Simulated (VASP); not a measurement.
Runs of VASP 6.6.1 on Br. The structure is that of space group Pm-3m (No. 221), or close to it. The cells are those of the table. 

```csv
task,cell,cutoff (eV),gap on the mesh (eV),pressure (GPa)
single point,"a = 2.600 Å, 1 atom",520,none,(a)
single point,"a = 3.097 Å, 1 atom",520,none,0.0
single point,"a = 2.679 Å, 1 atom",520,none,40.0
single point,"a = 2.800 Å, 1 atom",520,none,20.0
relaxation of cell and atoms,"relaxed from a = 3.060 Å, 1 atom",600,none,0.0
relaxation of cell and atoms,"relaxed to 40 GPa from a = 3.060 Å, 1 atom",600,none,39.9
relaxation of cell and atoms,"relaxed to 20 GPa from a = 3.060 Å, 1 atom",600,none,20.0
relaxation of cell and atoms,"relaxed to 60 GPa from a = 3.060 Å, 1 atom",600,none,60.0
```

Alike in all rows: level PBE; potentials or basis VASP PAW PBE potentials, release 64 (Br); no spin polarisation; k mesh 15 × 15 × 15; smearing fermi-dirac 0.02 eV.

Problem. Estimate the missing entries.

Solution. (a) 60.1.

Caveats: an odd number of electrons without spin polarisation forces a metal; a magnetic or distorted state may lie lower; the cell stands under pressure (at least some runs); the cell is relaxed towards a set pressure, so the run minimises the enthalpy, not the energy (at least some runs).

A k mesh can miss the band edges, and the runs leave out spin-orbit coupling on Br.

A gap of «none» marks levels without a gap at the run's occupations.
